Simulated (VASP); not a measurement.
# Pt (P6_3/mmc) in VASP: a series of runs

Aim: see how the results for Pt move with the level of theory and the settings. Levels: HSE06, r2SCAN. Tasks: single point.

All numbers are computed with VASP 6.6.1; they aren't measurements. Logs are shortened: lines on timing, memory, paths and dates and some standing lists are left out, and cuts for length are marked.

## 1. The cell of the first run

It takes space group P6_3/mmc (No. 194, hexagonal). Conventional cell: a = 2.779 Å, b = 2.779 Å, c = 4.824 Å, α = 90.00°, β = 90.00°, γ = 120.00°. Within 3.7 Å of Pt (site symmetry -6m2) lie 12 Pt at 2.78 to 2.90 Å.

This isn't the form of Pt at room conditions, which is fcc.

## 2. Single point, HSE06

Contents of POSCAR:

```
Pt
1.0
    2.7789487024      0.0000000000      0.0000000000
   -1.3894743512      2.4066401720      0.0000000000
    0.0000000000      0.0000000000      4.8238709117
Pt
2
Direct
    0.3333333333      0.6666666667      0.2500000000
    0.6666666667      0.3333333333      0.7500000000
```

Contents of INCAR.step1:

```
SYSTEM = Pt
  ALGO = Normal
  EDIFF = 1E-5
  ENCUT = 520
  GGA = PE
  ISIF = 2
  ISMEAR = -1
  LASPH = .TRUE.
  LCHARG = .FALSE.
  LREAL = .FALSE.
  LWAVE = .TRUE.
  NBANDS = 17
  NELM = 100
  PREC = Accurate
  SIGMA = 0.05
```

Contents of INCAR.step2:

```
SYSTEM = Pt
  ALGO = Normal
  EDIFF = 1E-6
  ENCUT = 520
  GGA = PE
  HFSCREEN = 0.2079
  ISIF = 2
  ISMEAR = -1
  ISTART = 1
  LASPH = .TRUE.
  LCHARG = .FALSE.
  LHFCALC = .TRUE.
  LREAL = .FALSE.
  LWAVE = .FALSE.
  NBANDS = 17
  NELM = 100
  PREC = Accurate
  PRECFOCK = Normal
  SIGMA = 0.05
```

Contents of KPOINTS:

```
k-points
0
G
  6 6 4
  0 0 0
```

Potentials or basis: VASP PAW PBE potentials, release 64 (Pt).

Launch:

```sh
$ cat potpaw_PBE.64/Pt/POTCAR > POTCAR
$ cp INCAR.step1 INCAR
$ mpirun -np 1 vasp_std > vasp.out
$ cp INCAR.step2 INCAR
$ mpirun -np 1 vasp_std > vasp.out
```

OUTCAR:

```text
SYSTEM = Pt
   EDIFF = 1E-6
   ENCUT = 520
   GGA = PE
   HFSCREEN = 0.2079
   ISIF = 2
   ISMEAR = -1
   ISTART = 1
   LASPH = .TRUE.
   LHFCALC = .TRUE.
   LREAL = .FALSE.
   NELM = 100
   PREC = Accurate
   PRECFOCK = Normal

 ion  position               nearest neighbor table
   1  0.333  0.667  0.250-   2 2.90   2 2.90   2 2.90   2 2.90   2 2.90   2 2.90
   2  0.667  0.333  0.750-   1 2.90   1 2.90   1 2.90   1 2.90   1 2.90   1 2.90

  LATTYP: Found a hexagonal cell.
 ALAT       =     2.7789487024
 C/A-ratio  =     1.7358618054

  Lattice vectors:

 A1 = (   2.7789487024,   0.0000000000,   0.0000000000)
 A2 = (  -1.3894743512,   2.4066401720,   0.0000000000)
 A3 = (   0.0000000000,   0.0000000000,   4.8238709117)

Analysis of symmetry for initial positions (statically):
=====================================================================
 Subroutine PRICEL returns:
 Original cell was already a primitive cell.

 Routine SETGRP: Setting up the symmetry group for a
 hexagonal supercell.

 Subroutine GETGRP returns: Found 24 space group operations
 (whereof 12 operations were pure point group operations)
 out of a pool of 24 trial point group operations.

The static configuration has the point symmetry D_3d.
 The point group associated with its full space group is D_6h.

Analysis of symmetry for dynamics (positions and initial velocities):
=====================================================================
 Subroutine PRICEL returns:
 Original cell was already a primitive cell.

 Routine SETGRP: Setting up the symmetry group for a
 hexagonal supercell.

 Subroutine GETGRP returns: Found 24 space group operations
 (whereof 12 operations were pure point group operations)
 out of a pool of 24 trial point group operations.

The dynamic configuration has the point symmetry D_3d.
 The point group associated with its full space group is D_6h.

 Subroutine INISYM returns: Found 24 space group operations
 (whereof 12 operations are pure point group operations),
 and found     1 'primitive' translations

----------------------------------------------------------------------------------------

                                     Primitive cell

  volume of cell :      32.2617

  direct lattice vectors                    reciprocal lattice vectors
     2.778948702  0.000000000  0.000000000     0.359848312  0.207758520  0.000000000
    -1.389474351  2.406640172  0.000000000     0.000000000  0.415517040  0.000000000
     0.000000000  0.000000000  4.823870912     0.000000000  0.000000000  0.207302396

  length of vectors
     2.778948702  2.778948702  4.823870912     0.415517040  0.415517040  0.207302396

  position of ions in fractional coordinates (direct lattice)
     0.333333333  0.666666667  0.250000000
     0.666666667  0.333333333  0.750000000

  ion indices of the primitive-cell ions
   primitive index   ion index
                 1           1
                 2           2

----------------------------------------------------------------------------------------

 KPOINTS: k-points

Automatic generation of k-mesh.
 Grid dimensions read from file:
 generate k-points for:    6    6    4

 Generating k-lattice:

  Cartesian coordinates                     Fractional coordinates (reciprocal lattice)
     0.059974719  0.034626420  0.000000000     0.166666667  0.000000000  0.000000000
     0.000000000  0.069252840  0.000000000     0.000000000  0.166666667  0.000000000
     0.000000000  0.000000000  0.051825599     0.000000000  0.000000000  0.250000000

  Length of vectors
     0.069252840  0.069252840  0.051825599

  Shift w.r.t. Gamma in fractional coordinates (k-lattice)
     0.000000000  0.000000000  0.000000000

 Subroutine IBZKPT returns following result:
 ===========================================

 Found     21 irreducible k-points:

 Following reciprocal coordinates:
            Coordinates               Weight
  0.000000  0.000000  0.000000      1.000000
  0.166667 -0.000000  0.000000      6.000000
  0.333333  0.000000  0.000000      6.000000
  0.500000  0.000000  0.000000      3.000000
  0.166667  0.166667  0.000000      6.000000
  0.333333  0.166667  0.000000     12.000000
[... 13 lines left out ...]
  0.333333  0.166667  0.500000     12.000000
  0.333333  0.333333  0.500000      2.000000
   k-points           NKPTS =     21   k-points in BZ     NKDIM =    144   number of bands    NBANDS=     17
   number of dos      NEDOS =    301   number of ions     NIONS =      2
   total plane-waves  NPLWV =  20736
   dimension x,y,z NGX =    24 NGY =   24 NGZ =   36
   dimension x,y,z NGXF=    48 NGYF=   48 NGZF=   72
   ions per type =               2
   NGX,Y,Z   is equivalent  to a cutoff of  14.36, 14.36, 12.41 a.u.
   NGXF,Y,Z  is equivalent  to a cutoff of  28.72, 28.72, 24.81 a.u.
 SYSTEM =  Pt
   PREC   = accura    normal or accurate (medium, high low for compatibility)
   ISTART =      1    job   : 0-new  1-cont  2-samecut
   ICHARG =      0    charge: 1-file 2-atom 10-const
   ISPIN  =      1    spin polarized calculation?
   LNONCOLLINEAR =      F non collinear calculations
   LSORBIT =      F    spin-orbit coupling
   LASPH  =      T    aspherical Exc in radial PAW
   ENCUT  =  520.0 eV  38.22 Ry    6.18 a.u.   5.17  5.17  8.97*2*pi/ulx,y,z
   NELM   =    100;   NELMIN=  2; NELMDL=  0     # of ELM steps
   EDIFF  = 0.1E-05   stopping-criterion for ELM
   LREAL  =      F    real-space projection
   EDIFFG = 0.1E-04   stopping-criterion for IOM
   NSW    =      0    number of steps for IOM
   IBRION =     -1    ionic relax: 0-MD 1-quasi-New 2-CG
   NFREE  =      0    steps in history (QN), initial steepest desc. (CG)
   ISIF   =      2    stress and relaxation
   ISYM   =      3    0-nonsym 1-usesym 2-fastsym
   POTIM  = 0.5000    time-step for ionic-motion
   TEBEG  =    0.0;   TEEND  =   0.0 temperature during run
   PSTRESS=    0.0 pullay stress
   NELECT =      20.0000    total number of electrons
   NUPDOWN=      -1.0000    fix difference up-down
   EMIN   =  10.00;   EMAX   =-10.00  energy-range for DOS
   EFERMI =   0.00;   METHOD = LEGACY
   ISMEAR =    -1;   SIGMA  =   0.05  broadening in eV -4-tet -1-fermi 0-gaus
   EFERMI_NEDOS =   21; number of points for ismear=-14 and -15
   IALGO  =     38    algorithm
   IMIX   =      1    mixing-type and parameters
     AMIX     =   0.40;   BMIX     =  1.00
     AMIX_MAG =   1.60;   BMIX_MAG =  1.00
  volume/ion in A,a.u.               =      16.13       108.86
  Fermi-wavevector in a.u.,A,eV,Ry     =   1.395904  2.637877 26.511624  1.948549
  Thomas-Fermi vector in A             =   2.519311
   LORBIT       =      0    0 simple, 1 ext, 2 COOP (PROOUT), +10 PAW based schemes
   GGA     = PE    functional components
   LHFCALC =     T    Hartree Fock is set to
   PRECFOCK=normal    Normal, Fast or Accurate (Low or Medium for compatibility)
   ENCUT4O =  -1.0   cutoff for four orbital integrals eV
   NKREDX  =     1    reduce k-point grid by
   NKREDY  =     1    reduce k-point grid by
   NKREDZ  =     1    reduce k-point grid by
   AEXX    =    0.2500 exact exchange contribution
   HFSCREEN=    0.2079 screening length (either q_TF or 0.3 A-1)
   HFSCREENC=   0.2079 screening length for correlation (either q_TF or 0.3 A-1)
   ENCUTFOCK=  -1.0 apply spherical cutoff to Coloumb kernel
   IVDW    =     0    specifies the selected vdW correction
   LEPSILON=     F    determine dielectric tensor
   LRPA    =     F    only Hartree local field effects (RPA)
 non-spin polarized calculation
  energy-cutoff  :      520.00
  volume of cell :       32.26
 maximum number of plane-waves:       893
 NGX is ok and might be reduce to    24
  NGX = 16; NGY = 16; NGZ = 28

 number of electron      20.0000002 magnetization

 Free energy of the ion-electron system (eV)
  ---------------------------------------------------
  ext. energy  EPLUGINS =         0.00000000
  ---------------------------------------------------
  free energy    TOTEN  =       -13.72728211 eV

  energy without entropy =      -13.71124140  energy(sigma->0) =      -13.71926176

 E-fermi :   9.3477     XC(G=0): -10.6572

 val. band max:        9.1595769618   @ k =   0.3333   0.3333   0.5000
 cond. band min:       9.3831957077   @ k =   0.3333   0.1667   0.5000
 fundamental gap:      0.2236187459
 Fermi energy:         9.3476954154

 k-point     1 :       0.0000    0.0000    0.0000
  band No.  band energies     occupation
      1      -0.7577      2.00000
      2       1.8663      2.00000
      3       5.0032      2.00000
      4       5.5536      2.00000
      5       5.5536      2.00000
      6       5.9191      2.00000
[... 9 lines left out ...]
     16      28.1782      0.00000
     17      31.9197      0.00000

 k-point     2 :       0.1667   -0.0000    0.0000
  band No.  band energies     occupation
      1       0.2941      2.00000
      2       2.7136      2.00000
      3       4.7898      2.00000
      4       5.4134      2.00000
      5       5.6257      2.00000
      6       5.9998      2.00000
[... 9 lines left out ...]
     16      28.4366      0.00000
     17      28.7123      0.00000

 k-point     3 :       0.3333    0.0000    0.0000
  band No.  band energies     occupation
      1       2.2209      2.00000
      2       2.8978      2.00000
      3       3.7439      2.00000
      4       5.2652      2.00000
      5       5.8191      2.00000
      6       5.8964      2.00000
[... 9 lines left out ...]
     16      25.4438      0.00000
     17      26.1657      0.00000

 k-point     4 :       0.5000    0.0000    0.0000
  band No.  band energies     occupation
      1       2.4509      2.00000
      2       2.6276      2.00000
      3       3.0918      2.00000
      4       5.5265      2.00000
      5       5.6827      2.00000
      6       6.1708      2.00000
[... 9 lines left out ...]
     16      22.6577      0.00000
     17      23.8166      0.00000

 k-point     5 :       0.1667    0.1667    0.0000
  band No.  band energies     occupation
      1       2.0354      2.00000
      2       3.7814      2.00000
      3       4.2057      2.00000
      4       4.2814      2.00000
      5       5.3076      2.00000
      6       5.5616      2.00000
[... 9 lines left out ...]
     16      26.8563      0.00000
     17      28.8072      0.00000

 k-point     6 :       0.3333    0.1667    0.0000
  band No.  band energies     occupation
      1       3.3152      2.00000
      2       3.3435      2.00000
      3       3.3577      2.00000
      4       5.2471      2.00000
      5       5.4244      2.00000
      6       5.7626      2.00000
[... 9 lines left out ...]
     16      23.7985      0.00000
     17      24.9899      0.00000
[... 221 lines left out ...]
 k-point    18 :       0.5000    0.0000    0.5000
  band No.  band energies     occupation
      1       2.3341      2.00000
      2       2.3341      2.00000
      3       3.6464      2.00000
      4       3.6464      2.00000
      5       7.0742      2.00000
      6       7.0742      2.00000
[... 9 lines left out ...]
     16      24.8310      0.00000
     17      26.3267      0.00000

 k-point    19 :       0.1667    0.1667    0.5000
  band No.  band energies     occupation
      1       3.0525      2.00000
      2       3.0525      2.00000
      3       4.4315      2.00000
      4       4.4315      2.00000
      5       4.9653      2.00000
      6       4.9653      2.00000
[... 9 lines left out ...]
     16      24.9840      0.00000
     17      26.0723      0.00000

 k-point    20 :       0.3333    0.1667    0.5000
  band No.  band energies     occupation
      1       3.0107      2.00000
      2       3.0107      2.00000
      3       4.1605      2.00000
      4       4.1605      2.00000
      5       6.0465      2.00000
      6       6.0465      2.00000
[... 9 lines left out ...]
     16      23.1486      0.00000
     17      25.8229      0.00000

 k-point    21 :       0.3333    0.3333    0.5000
  band No.  band energies     occupation
      1       3.7693      2.00000
      2       3.7693      2.00000
      3       4.4473      2.00000
      4       4.4473      2.00000
      5       5.4827      2.00000
      6       5.4827      2.00000
[... 9 lines left out ...]
     16      19.1423      0.00000
     17      28.3159      0.00000

------------------------ aborting loop because EDIFF is reached ----------------------------------------

  FORCE on cell =-STRESS in cart. coord.  units (eV):
  Direction    XX          YY          ZZ          XY          YZ          ZX
  --------------------------------------------------------------------------------------
  -------------------------------------------------------------------------------------
  Total       -2.7776678     -2.7776678     -2.6484916     -0.0000000     -0.0000000      0.0000000
  in kB     -137.9442208   -137.9442208   -131.5290891     -0.0000000     -0.0000000      0.0000000
  external PRESSURE =    -135.8058436 kB  Pullay stress =       0.0000000 kB

 VOLUME and BASIS-vectors are now :
 -----------------------------------------------------------------------------
  energy-cutoff  :      520.00
  volume of cell :       32.26
      direct lattice vectors                 reciprocal lattice vectors
     2.778948702  0.000000000  0.000000000     0.359848312  0.207758520  0.000000000
    -1.389474351  2.406640172  0.000000000     0.000000000  0.415517040  0.000000000
     0.000000000  0.000000000  4.823870912     0.000000000  0.000000000  0.207302396

 POSITION                                       TOTAL-FORCE (eV/Angst)
 -----------------------------------------------------------------------------------
     -0.00000      1.60443      1.20597         0.000000      0.000000     -0.000000
      1.38947      0.80221      3.61790        -0.000000     -0.000000      0.000000
 -----------------------------------------------------------------------------------
    total drift:                               -0.000000      0.000000     -0.000000

  FREE ENERGIE OF THE ION-ELECTRON SYSTEM (eV)
  ---------------------------------------------------
  free  energy   TOTEN  =       -13.7272821111 eV

  energy  without entropy=      -13.7112414016  energy(sigma->0) =      -13.71926176
```

It took 40 min on 1 thread of Intel Xeon 8259CL, shared host; peak memory 0.27 GiB.

What came out:

- Free energy: -13.7273 eV
- Pressure: -13.6 GPa
- Band gap on the k mesh: zero (bands 10 and 11 overlap by 1.85 eV)

Levels at points of the mesh, in eV from the Fermi level:
```tsv
k point	band 7	band 8	band 9	band 10	band 11	band 12	band 13	band 14
(0.00, 0.00, 0.00)	-3.43	-2.32	-2.32	-0.56	-0.56	-0.40	5.70	16.58
(0.50, 0.00, 0.00)	-2.58	-0.40	0.46	0.65	2.78	4.50	8.44	9.85
(0.00, 0.00, 0.50)	-3.81	-3.81	-1.20	-1.20	-1.20	-1.20	13.19	13.19
(0.50, 0.00, 0.50)	-0.79	-0.79	0.57	0.57	2.19	2.19	7.57	7.57
```

Caveat: the k points lie up to 0.44 Å⁻¹ apart, too coarse for converged energies and pressures of a metal; the PAW data sets were made with another functional, which shifts forces and pressure a little; spin-orbit coupling is left out, which moves the levels of the heavy elements.

## 3. Single point, r2SCAN

This run uses another cell than the first one, of 15.81 Å³/atom.

Contents of POSCAR:

```
Pt
1.0
    2.7606656158      0.0000000000      0.0000000000
   -1.3803328079      2.3908065546      0.0000000000
    0.0000000000      0.0000000000      4.7921340000
Pt
2
Direct
    0.3333333333      0.6666666667      0.2500000000
    0.6666666667      0.3333333333      0.7500000000
```

Contents of INCAR.step1:

```
PREC = Accurate ; ENCUT = 630
ISMEAR = -1 ; SIGMA = 0.05
LREAL = F ; LASPH = T
NELM = 120 ; NBANDS = 25
GGA = PE ; ALGO = Normal
EDIFF = 1E-5 ; LWAVE = T
LCHARG = F ; GGA_COMPAT = F
```

Contents of INCAR.step2:

```
PREC = Accurate ; ENCUT = 630
EDIFF = 1E-6 ; ISMEAR = -1
SIGMA = 0.05 ; LREAL = F
LASPH = T ; NELM = 120
ALGO = Normal ; ISIF = 2
LWAVE = F ; LCHARG = F
METAGGA = R2SCAN ; LMIXTAU = T
NBANDS = 25 ; ISTART = 1
GGA_COMPAT = F
```

Contents of KPOINTS:

```
Automatic mesh
0
Gamma
  11 11 6
```

Potentials or basis: VASP PAW PBE potentials, release 64 (Pt_sv_GW).

Launch:

```sh
$ cat potpaw_PBE.64/Pt_sv_GW/POTCAR > POTCAR
$ cp INCAR.step1 INCAR
$ mpirun -np 1 vasp_std > vasp.out
$ cp INCAR.step2 INCAR
$ mpirun -np 1 vasp_std > vasp.out
```

Wall time 3.8 min (1 thread of AMD EPYC 7R43 (Zen 3), shared host); peak memory 0.18 GiB.

Results (log left out):

| Property | Result |
| --- | --- |
| Free energy | -102.6943 eV |
| Pressure | -6.9 GPa |
| Band gap on the k mesh | zero (bands 18 and 19 overlap by 1.28 eV) |

Stress tensor (GPa, compression positive):
```
-7.12  0.00  0.00
 0.00 -7.12  0.00
 0.00  0.00 -6.46
```

Levels at points of the mesh, in eV from the Fermi level:
| k point | band 16 | band 17 | band 18 | band 19 | band 20 | band 21 |
| --- | --- | --- | --- | --- | --- | --- |
| (0.00, 0.00, 0.00) | -1.90 | -1.90 | -0.48 | -0.28 | -0.28 | 4.94 |
| (0.00, 0.00, 0.50) | -3.51 | -0.86 | -0.86 | -0.86 | -0.86 | 12.57 |

Caveat: the cell stands under tension; the PAW data sets were made with another functional, which shifts forces and pressure a little; spin-orbit coupling is left out, which moves the levels of the heavy elements.

The gap in the log of VASP goes by the Fermi energy; the results here count the filled bands.